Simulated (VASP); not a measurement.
A run of VASP 6.6.1:

Contents of INCAR:

```
SYSTEM = Cd
PREC = Accurate
ENCUT = 520
EDIFF = 1E-6
ISMEAR = 0
SIGMA = 0.1
LREAL = .FALSE.
LASPH = .TRUE.
NELM = 100
ALGO = Normal
ISIF = 2
LWAVE = .FALSE.
LCHARG = .TRUE.
GGA = PS
LELF = .TRUE.
LVHAR = .TRUE.
NBANDS = 12
```

Contents of KPOINTS:

```
Automatic mesh
0
G
  18 18 18
  0 0 0
```

Contents of POSCAR:

```
Cd
1.0
    1.5901439035      0.9180700107      2.3976836727
   -1.5901439035      0.9180700107      2.3976836727
    0.0000000000     -1.8361400215      2.3976836727
Cd
1
Direct
    0.0000000000      0.0000000000      0.0000000000
```

Potentials or basis: VASP PAW PBE potentials, release 64 (Cd).

Launch:

```bash
$ cat potpaw_PBE.64/Cd/POTCAR > POTCAR
$ mpirun -np 1 vasp_std > vasp.out
```

Hardware: 1 thread of Intel(R) Xeon(R) Platinum 8488C (Sapphire Rapids), with other jobs on the host.

Problem. Estimate the wall time of this run.

Solution. Run time: 40 s on 1 thread of Intel(R) Xeon(R) Platinum 8488C (Sapphire Rapids) (shared host), peak memory 0.25 GiB. Counts: scf iterations 11, k points 580.
